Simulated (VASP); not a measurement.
## Lu: single point with PBE

The system is Lu.

```
CELL_PARAMETERS angstrom
3.50708 0.00000 0.00000
-1.75354 3.03722 0.00000
0.00000 0.00000 5.47729
ATOMIC_POSITIONS crystal
Lu 0.33333 0.66667 0.25000
Lu 0.66667 0.33333 0.75000
```

```yaml
Program: VASP 6.6.1
Task: single point
Functional: PBE
Potentials_or_basis: VASP PAW PBE potentials, release 64 (Lu)
Cutoff: 520 eV
k_mesh: 10 × 10 × 6
Occupations: fermi-dirac, width 0.03 eV
Spin: no spin polarisation
```

* Pressure: 0.1 GPa
* Band gap on the k mesh: zero (bands 25 and 26 overlap by 1.84 eV)

Stress tensor (GPa, compression positive):
```
 0.27  0.00  0.00
 0.00  0.27  0.00
 0.00  0.00 -0.28
```

Levels at points of the mesh, in eV from the Fermi level:
```tsv
k point	band 21	band 22	band 23	band 24	band 25	band 26	band 27	band 28	band 29	band 30
(0.00, 0.00, 0.00)	-4.87	-4.85	-4.85	-2.38	0.67	2.20	2.20	2.63	2.94	2.94
(0.50, 0.00, 0.00)	-4.87	-4.86	-2.34	-1.38	-0.82	-0.35	1.61	1.87	2.41	6.15
(0.00, 0.00, 0.50)	-4.85	-4.85	-4.34	-4.34	1.23	1.23	2.10	2.10	2.10	2.10
(0.50, 0.00, 0.50)	-4.88	-4.88	-2.08	-2.08	0.11	0.11	1.38	1.38	3.36	3.36
```

Wall time 100 s on 1 thread of Intel Xeon 8259CL, with other jobs on the host, peak memory 0.24 GiB.

Caveat: spin-orbit coupling is left out, which moves the levels of the heavy elements.
